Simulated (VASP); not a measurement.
# PbS (Amm2) in VASP: notebook

The runs below take PbS through single point, relaxation of cell and atoms, with PBE.

All numbers are computed with VASP 6.6.1; they aren't measurements. Logs are shortened: lines on timing, memory, paths and dates and some standing lists are left out, and cuts for length are marked.

**1. The cell of the first run**

It takes space group Amm2 (No. 38, orthorhombic). The conventional cell has a = 5.047 Å, b = 4.598 Å, c = 5.924 Å, α = 90.00°, β = 90.00°, γ = 90.00°. Pb (site symmetry mm2) has 6 S at 3.17 to 3.57 Å and 4 Pb at 3.75 Å within 4.2 Å. Within 4.2 Å of S (site symmetry mm2) lie 6 Pb at 3.17 to 3.57 Å and 4 S at 3.75 Å.

**2. Single point, PBE**

INCAR

```
ALGO = Normal ; EDIFF = 1E-7
ENCUT = 520 ; GGA = PE
ISIF = 2 ; ISMEAR = 0
LASPH = T ; LCHARG = F
LREAL = F ; LWAVE = F
NBANDS = 17 ; NELM = 100
PREC = Accurate ; SIGMA = 0.1
```

KPOINTS

```
k-points
0
Gamma
  4 6 6
```

POSCAR

```
PbS
1.0
    5.0466645700      0.0000000000      0.0000000000
    0.0000000000      2.2988653800      2.9622050300
    0.0000000000     -2.2988653800      2.9622050300
Pb S
1 1
Direct
    0.0000000000      0.3569912600      0.3569912600
    0.5000000000      0.0340133500      0.0340133500
```

Potentials or basis: VASP PAW PBE potentials, release 64 (Pb_d, S).

The run is started by

```console
> cat potpaw_PBE.64/Pb_d/POTCAR potpaw_PBE.64/S/POTCAR > POTCAR
> mpirun -np 1 vasp_std > vasp.out
```

OUTCAR:

```text
EDIFF = 1E-7
   ENCUT = 520
   GGA = PE
   ISIF = 2
   ISMEAR = 0
   LASPH = T
   LREAL = F
   NELM = 100
   PREC = Accurate

 ion  position               nearest neighbor table
   1  0.000  0.357  0.357-   2 3.17   2 3.17
   2  0.500  0.034  0.034-   1 3.17   1 3.17

  LATTYP: Found a base centered orthorhombic cell.
 ALAT       =     4.5977307600
 B/A-ratio  =     1.2885508894
 C/A-ratio  =     1.0976424748

  Lattice vectors:

 A1 = (   0.0000000000,   2.2988653800,  -2.9622050300)
 A2 = (   0.0000000000,   2.2988653800,   2.9622050300)
 A3 = (   5.0466645700,   0.0000000000,   0.0000000000)

Analysis of symmetry for initial positions (statically):
=====================================================================
 Subroutine PRICEL returns:
 Original cell was already a primitive cell.

 Routine SETGRP: Setting up the symmetry group for a
 base centered orthorhombic supercell.

 Subroutine GETGRP returns: Found  4 space group operations
 (whereof  4 operations were pure point group operations)
 out of a pool of  8 trial point group operations.

The static configuration has the point symmetry C_2v.

Analysis of symmetry for dynamics (positions and initial velocities):
=====================================================================
 Subroutine PRICEL returns:
 Original cell was already a primitive cell.

 Routine SETGRP: Setting up the symmetry group for a
 base centered orthorhombic supercell.

 Subroutine GETGRP returns: Found  4 space group operations
 (whereof  4 operations were pure point group operations)
 out of a pool of  8 trial point group operations.

The dynamic configuration has the point symmetry C_2v.

 Subroutine INISYM returns: Found  4 space group operations
 (whereof  4 operations are pure point group operations),
 and found     1 'primitive' translations

----------------------------------------------------------------------------------------

                                     Primitive cell

  volume of cell :      68.7327

  direct lattice vectors                    reciprocal lattice vectors
     5.046664570  0.000000000  0.000000000     0.198150677  0.000000000  0.000000000
     0.000000000  2.298865380  2.962205030     0.000000000  0.217498599  0.168793178
     0.000000000 -2.298865380  2.962205030     0.000000000 -0.217498599  0.168793178

  length of vectors
     5.046664570  3.749592068  3.749592068     0.198150677  0.275312146  0.275312146

  position of ions in fractional coordinates (direct lattice)
     0.000000000  0.356991260  0.356991260
     0.500000000  0.034013350  0.034013350

  ion indices of the primitive-cell ions
   primitive index   ion index
                 1           1
                 2           2

----------------------------------------------------------------------------------------

 KPOINTS: k-points

Automatic generation of k-mesh.
 Grid dimensions read from file:
 generate k-points for:    4    6    6

 Generating k-lattice:

  Cartesian coordinates                     Fractional coordinates (reciprocal lattice)
     0.049537669  0.000000000  0.000000000     0.250000000  0.000000000  0.000000000
     0.000000000  0.036249767  0.028132196     0.000000000  0.166666667  0.000000000
     0.000000000 -0.036249767  0.028132196     0.000000000  0.000000000  0.166666667

  Length of vectors
     0.049537669  0.045885358  0.045885358

  Shift w.r.t. Gamma in fractional coordinates (k-lattice)
     0.000000000  0.000000000  0.000000000

 Subroutine IBZKPT returns following result:
 ===========================================

 Found     39 irreducible k-points:

 Following reciprocal coordinates:
            Coordinates               Weight
  0.000000  0.000000  0.000000      1.000000
  0.250000  0.000000  0.000000      2.000000
  0.500000  0.000000  0.000000      1.000000
  0.000000  0.166667  0.000000      4.000000
  0.250000  0.166667  0.000000      8.000000
  0.500000  0.166667  0.000000      4.000000
[... 16 lines left out ...]
  0.250000 -0.333333  0.166667      8.000000
  0.500000 -0.333333  0.166667      4.000000
 [... further k-points ...]
   k-points           NKPTS =     39   k-points in BZ     NKDIM =     39   number of bands    NBANDS=     17
   number of dos      NEDOS =    301   number of ions     NIONS =      2
   total plane-waves  NPLWV =  31360
   dimension x,y,z NGX =    40 NGY =   28 NGZ =   28
   dimension x,y,z NGXF=    80 NGYF=   56 NGZF=   56
   ions per type =               1   1
   NGX,Y,Z   is equivalent  to a cutoff of  13.18, 12.41, 12.41 a.u.
   NGXF,Y,Z  is equivalent  to a cutoff of  26.35, 24.83, 24.83 a.u.
 SYSTEM =  unknown system
   PREC   = accura    normal or accurate (medium, high low for compatibility)
   ISTART =      0    job   : 0-new  1-cont  2-samecut
   ICHARG =      2    charge: 1-file 2-atom 10-const
   ISPIN  =      1    spin polarized calculation?
   LNONCOLLINEAR =      F non collinear calculations
   LSORBIT =      F    spin-orbit coupling
   LASPH  =      T    aspherical Exc in radial PAW
   ENCUT  =  520.0 eV  38.22 Ry    6.18 a.u.   9.38  6.97  6.97*2*pi/ulx,y,z
   NELM   =    100;   NELMIN=  2; NELMDL= -5     # of ELM steps
   EDIFF  = 0.1E-06   stopping-criterion for ELM
   LREAL  =      F    real-space projection
   EDIFFG = 0.1E-05   stopping-criterion for IOM
   NSW    =      0    number of steps for IOM
   IBRION =     -1    ionic relax: 0-MD 1-quasi-New 2-CG
   NFREE  =      0    steps in history (QN), initial steepest desc. (CG)
   ISIF   =      2    stress and relaxation
   ISYM   =      2    0-nonsym 1-usesym 2-fastsym
   POTIM  = 0.5000    time-step for ionic-motion
   TEBEG  =    0.0;   TEEND  =   0.0 temperature during run
   PSTRESS=    0.0 pullay stress
   NELECT =      20.0000    total number of electrons
   NUPDOWN=      -1.0000    fix difference up-down
   EMIN   =  10.00;   EMAX   =-10.00  energy-range for DOS
   EFERMI =   0.00;   METHOD = LEGACY
   ISMEAR =     0;   SIGMA  =   0.10  broadening in eV -4-tet -1-fermi 0-gaus
   EFERMI_NEDOS =   21; number of points for ismear=-14 and -15
   IALGO  =     38    algorithm
   IMIX   =      4    mixing-type and parameters
     AMIX     =   0.40;   BMIX     =  1.00
     AMIX_MAG =   1.60;   BMIX_MAG =  1.00
  volume/ion in A,a.u.               =      34.37       231.92
  Fermi-wavevector in a.u.,A,eV,Ry     =   1.084835  2.050041 16.012255  1.176868
  Thomas-Fermi vector in A             =   2.220935
   LORBIT       =      0    0 simple, 1 ext, 2 COOP (PROOUT), +10 PAW based schemes
   GGA     = PE    functional components
   LHFCALC =     F    Hartree Fock is set to
   AEXX    =    0.0000 exact exchange contribution
   IVDW    =     0    specifies the selected vdW correction
   LEPSILON=     F    determine dielectric tensor
   LRPA    =     F    only Hartree local field effects (RPA)
 non-spin polarized calculation
 Gauss-broadening in eV      SIGMA  =   0.10
  energy-cutoff  :      520.00
  volume of cell :       68.73
 maximum number of plane-waves:      1892
 NGX is ok and might be reduce to    40
   NGX = 19   NGY = 13   NGZ = 13

 number of electron      19.9999996 magnetization

 Free energy of the ion-electron system (eV)
  ---------------------------------------------------
  ext. energy  EPLUGINS =         0.00000000
  ---------------------------------------------------
  free energy    TOTEN  =        -7.13163470 eV

  energy without entropy =       -7.11771336  energy(sigma->0) =       -7.12467403

 E-fermi :   3.0129     XC(G=0):  -8.5599

 val. band max:        2.9946625676   @ k =   0.5000   0.1667   0.0000
 cond. band min:       3.0252877016   @ k =   0.0000   0.5000   0.1667
 fundamental gap:      0.0306251339
 Fermi energy:         3.0128828503

 k-point     1 :       0.0000    0.0000    0.0000
  band No.  band energies     occupation
      1     -14.3488      2.00000
      2     -14.2302      2.00000
      3     -14.1994      2.00000
      4     -14.1700      2.00000
      5     -14.1279      2.00000
      6      -8.7744      2.00000
[... 9 lines left out ...]
     16      11.8341      0.00000
     17      13.3240      0.00000

 k-point     2 :       0.2500    0.0000    0.0000
  band No.  band energies     occupation
      1     -14.3486      2.00000
      2     -14.2295      2.00000
      3     -14.1965      2.00000
      4     -14.1706      2.00000
      5     -14.1295      2.00000
      6      -8.5928      2.00000
[... 9 lines left out ...]
     16      11.5287      0.00000
     17      12.3077      0.00000

 k-point     3 :       0.5000    0.0000    0.0000
  band No.  band energies     occupation
      1     -14.3484      2.00000
      2     -14.2288      2.00000
      3     -14.1934      2.00000
      4     -14.1712      2.00000
      5     -14.1311      2.00000
      6      -8.3543      2.00000
[... 9 lines left out ...]
     16      11.0704      0.00000
     17      11.3167      0.00000

 k-point     4 :       0.0000    0.1667    0.0000
  band No.  band energies     occupation
      1     -14.3302      2.00000
      2     -14.2347      2.00000
      3     -14.1870      2.00000
      4     -14.1753      2.00000
      5     -14.1334      2.00000
      6      -8.6324      2.00000
[... 9 lines left out ...]
     16      12.4153      0.00000
     17      12.8249      0.00000

 k-point     5 :       0.2500    0.1667    0.0000
  band No.  band energies     occupation
      1     -14.3300      2.00000
      2     -14.2341      2.00000
      3     -14.1840      2.00000
      4     -14.1763      2.00000
      5     -14.1352      2.00000
      6      -8.4677      2.00000
[... 9 lines left out ...]
     16      11.9979      0.00000
     17      13.4632      0.00000

 k-point     6 :       0.5000    0.1667    0.0000
  band No.  band energies     occupation
      1     -14.3298      2.00000
      2     -14.2336      2.00000
      3     -14.1808      2.00000
      4     -14.1775      2.00000
      5     -14.1370      2.00000
      6      -8.2597      2.00000
[... 9 lines left out ...]
     16      11.6042      0.00000
     17      12.7789      0.00000

 k-point     7 :       0.0000    0.3333    0.0000
  band No.  band energies     occupation
      1     -14.3064      2.00000
      2     -14.2413      2.00000
      3     -14.1902      2.00000
      4     -14.1514      2.00000
      5     -14.1399      2.00000
      6      -8.3118      2.00000
[... 9 lines left out ...]
     16      12.3035      0.00000
     17      13.5625      0.00000

 k-point     8 :       0.2500    0.3333    0.0000
  band No.  band energies     occupation
      1     -14.3062      2.00000
      2     -14.2406      2.00000
      3     -14.1928      2.00000
      4     -14.1485      2.00000
      5     -14.1413      2.00000
      6      -8.1934      2.00000
[... 9 lines left out ...]
     16      12.5458      0.00000
     17      13.4793      0.00000
[... 203 lines left out ...]
      1     -14.2782      2.00000
      2     -14.2457      2.00000
      3     -14.1975      2.00000
      4     -14.1516      2.00000
      5     -14.1281      2.00000
      6      -8.0456      2.00000
[... 9 lines left out ...]
     16      11.6351      0.00000
     17      13.9219      0.00000

 k-point    20 :       0.2500    0.5000    0.1667
  band No.  band energies     occupation
      1     -14.2777      2.00000
      2     -14.2451      2.00000
      3     -14.2005      2.00000
      4     -14.1537      2.00000
      5     -14.1251      2.00000
      6      -7.9682      2.00000
[... 9 lines left out ...]
     16      12.2779      0.00000
     17      13.1370      0.00000

 k-point    21 :       0.5000    0.5000    0.1667
  band No.  band energies     occupation
      1     -14.2772      2.00000
      2     -14.2444      2.00000
      3     -14.2035      2.00000
      4     -14.1557      2.00000
      5     -14.1222      2.00000
      6      -7.8852      2.00000
[... 9 lines left out ...]
     16      12.4855      0.00000
     17      13.4030      0.00000

 k-point    22 :       0.0000   -0.3333    0.1667
  band No.  band energies     occupation
      1     -14.2786      2.00000
      2     -14.2462      2.00000
      3     -14.1913      2.00000
      4     -14.1494      2.00000
      5     -14.1482      2.00000
      6      -8.1558      2.00000
[... 9 lines left out ...]
     16      12.8524      0.00000
     17      14.1898      0.00000

 k-point    23 :       0.2500   -0.3333    0.1667
  band No.  band energies     occupation
      1     -14.2783      2.00000
      2     -14.2456      2.00000
      3     -14.1938      2.00000
      4     -14.1518      2.00000
      5     -14.1450      2.00000
      6      -8.0616      2.00000
[... 9 lines left out ...]
     16      13.2793      0.00000
     17      13.9397      0.00000

 k-point    24 :       0.5000   -0.3333    0.1667
  band No.  band energies     occupation
      1     -14.2780      2.00000
      2     -14.2450      2.00000
      3     -14.1965      2.00000
      4     -14.1537      2.00000
      5     -14.1421      2.00000
      6      -7.9577      2.00000
[... 9 lines left out ...]
     16      13.2909      0.00000
     17      14.3176      0.00000

 [... further k-points ...]
[... 5 lines left out ...]
  --------------------------------------------------------------------------------------
  -------------------------------------------------------------------------------------
  Total       -7.3549903     -1.1227956     -0.8885595      0.0000000      0.0000000      0.0000000
  in kB     -171.4468841    -26.1726794    -20.7125702      0.0000000      0.0000000      0.0000000
  external PRESSURE =     -72.7773779 kB  Pullay stress =       0.0000000 kB

 VOLUME and BASIS-vectors are now :
 -----------------------------------------------------------------------------
  energy-cutoff  :      520.00
  volume of cell :       68.73
      direct lattice vectors                 reciprocal lattice vectors
     5.046664570  0.000000000  0.000000000     0.198150677  0.000000000  0.000000000
     0.000000000  2.298865380  2.962205030     0.000000000  0.217498599  0.168793178
     0.000000000 -2.298865380  2.962205030     0.000000000 -0.217498599  0.168793178

 POSITION                                       TOTAL-FORCE (eV/Angst)
 -----------------------------------------------------------------------------------
      0.00000      0.00000      2.11496         0.000000      0.000000     -0.320851
      2.52333      0.00000      0.20151         0.000000      0.000000      0.320851
 -----------------------------------------------------------------------------------
    total drift:                               -0.000000     -0.000000     -0.000234

  FREE ENERGIE OF THE ION-ELECTRON SYSTEM (eV)
  ---------------------------------------------------
  free  energy   TOTEN  =        -7.1316346984 eV

  energy  without entropy=       -7.1177133558  energy(sigma->0) =       -7.12467403
```

Wall time 50 s (1 thread of Intel Xeon Platinum 8488C (Sapphire Rapids), shared host); peak memory 0.2 GiB.

What came out:

```yaml
Free_energy: -7.1316 eV
Pressure: -7.3 GPa
Largest_force: 0.321 eV/Å
Band_gap_on_the_k_mesh: zero (band 10 reaches 3.08 eV, above the bottom of band 11 at 2.58 eV)
```

Forces in eV/Å, atoms in the order of the input:
```
Pb   0.000  0.000 -0.321
S    0.000  0.000  0.321
```

Stress tensor (GPa, compression positive):
```
-17.14   0.00   0.00
  0.00  -2.62   0.00
  0.00   0.00  -2.07
```

Levels at points of the mesh, in eV from the Fermi level:
| k point | band 6 | band 7 | band 8 | band 9 | band 10 | band 11 | band 12 | band 13 | band 14 | band 15 |
| --- | --- | --- | --- | --- | --- | --- | --- | --- | --- | --- |
| (0.00, 0.00, 0.00) | -11.79 | -8.13 | -2.88 | -0.24 | 0.03 | 3.54 | 4.15 | 4.22 | 6.90 | 7.68 |
| (0.50, 0.00, 0.00) | -11.37 | -9.22 | -0.58 | -0.15 | -0.06 | 1.43 | 3.64 | 4.58 | 7.80 | 7.93 |
| (0.00, 0.50, 0.00) | -11.14 | -7.83 | -2.20 | -1.79 | -0.71 | 0.01 | 2.20 | 4.60 | 6.77 | 9.19 |
| (0.50, 0.50, 0.00) | -10.96 | -7.96 | -3.16 | -2.76 | 0.05 | 1.39 | 3.57 | 3.95 | 7.42 | 8.50 |
| (0.00, 0.50, 0.50) | -10.78 | -7.23 | -2.00 | -1.90 | -1.17 | -0.29 | 1.90 | 2.38 | 4.89 | 7.85 |
| (0.50, 0.50, 0.50) | -10.69 | -7.01 | -2.91 | -2.51 | -1.22 | 0.43 | 0.94 | 3.03 | 6.35 | 7.78 |

Caveat: spin-orbit coupling is left out, which moves the levels of the heavy elements.

**3. Relaxation of cell and atoms, PBE**

INCAR

```
PREC = Accurate ; ENCUT = 600
EDIFF = 1E-6 ; ISMEAR = 0
SIGMA = 0.1 ; LREAL = False
LASPH = True ; NELM = 100
ALGO = Normal ; ISIF = 3
LWAVE = False ; LCHARG = False
GGA = PE ; IBRION = 2
NSW = 90 ; EDIFFG = -0.04
```

KPOINTS

```
Automatic mesh
0
Gamma
  4 6 6
```

POSCAR is that of step 2.

Potentials or basis: VASP PAW PBE potentials, release 64 (Pb_d, S).

The run is started by

```console
> cat potpaw_PBE.64/Pb_d/POTCAR potpaw_PBE.64/S/POTCAR > POTCAR
> mpirun -np 1 vasp_std > vasp.out
```

Run time: 5.8 min. Hardware: 1 thread of Intel Xeon Platinum 8488C (Sapphire Rapids), shared host; peak memory 0.22 GiB.

Results (log left out):

| Quantity | Value |
| --- | --- |
| Free energy | -8.5400 eV |
| Relaxed volume | 27.17 Å³/atom |
| Relaxed cell | a = 3.813 Å, b = 4.059 Å, c = 4.059 Å, α = 59.85°, β = 90.00°, γ = 90.00° |
| Space group after relaxing (to 0.05 Å) | P-6m2 (No. 187) |
| Energy gained by relaxing | 704.2 meV/atom |
| Ionic steps | 17 |
| Pressure after relaxing | -0.1 GPa |
| Largest force after relaxing | 0.034 eV/Å |
| Band gap on the k mesh | zero (band 10 reaches 5.39 eV, above the bottom of band 11 at 4.89 eV) |

Forces on the atoms (eV/Å):
```
Pb   0.000  0.000 -0.034
S    0.000  0.000  0.034
```

Stress tensor (GPa, compression positive):
```
-0.02  0.00  0.00
 0.00 -0.14  0.00
 0.00  0.00 -0.22
```

Step by step:
```
step  energy change (eV)  largest force (eV/Å)  pressure (GPa)  volume (Å³)
   1              0.0000                0.3211           -7.24        68.73
   2             -1.1053                0.3805            0.23        53.89
   3             -1.1405                0.5874            2.54        52.10
   4             -1.1426                0.6479            3.21        51.64
   5             -1.3199                0.3440            1.87        53.14
   6             -1.3396                0.1444            1.39        53.94
   7             -1.3414                0.1755            1.44        53.82
   8             -1.3612                0.0172           -1.11        56.01
   9             -1.3616                0.0024           -0.84        55.74
  10             -1.3754                0.0042           -0.62        55.12
  11             -1.3949                0.0442            0.66        53.13
  12             -1.4037                0.0726            0.22        53.67
  13             -1.4054                0.0810           -0.06        54.06
  14             -1.4077                0.0569            0.24        53.94
  15             -1.4077                0.0560            0.26        53.94
  16             -1.4083                0.0261           -0.25        54.48
  17             -1.4083                0.0345           -0.13        54.34
```

Final structure:
```
Pb S
1.0
     3.81344    0.00000    0.00000
     0.00000    2.02514    3.51817
     0.00000   -2.02514    3.51817
Pb S
1 1
Cartesian
  0.0000 0.0000 2.5572
  1.9067 0.0000 0.1941
```

Levels at points of the mesh, in eV from the Fermi level:
```tsv
k point	band 7	band 8	band 9	band 10	band 11	band 12	band 13	band 14
(0.00, 0.00, 0.00)	-6.51	-2.36	-1.74	-1.69	3.44	3.56	5.16	6.44
(0.50, 0.00, 0.00)	-9.12	-1.16	-1.16	0.01	0.94	3.88	3.90	8.23
(0.00, 0.50, 0.00)	-8.52	-2.74	-1.87	-1.33	1.76	3.75	5.18	5.33
(0.50, 0.50, 0.00)	-7.45	-4.19	-4.17	-1.50	2.08	2.72	2.83	8.28
(0.00, 0.50, 0.50)	-8.47	-2.74	-1.92	-1.36	1.78	3.81	5.26	5.30
(0.50, 0.50, 0.50)	-7.49	-4.15	-4.10	-1.50	2.11	2.67	2.78	8.30
```

Caveat: the volume moved by over 15 % at a fixed basis, so the end points are rough; spin-orbit coupling is left out, which moves the levels of the heavy elements.
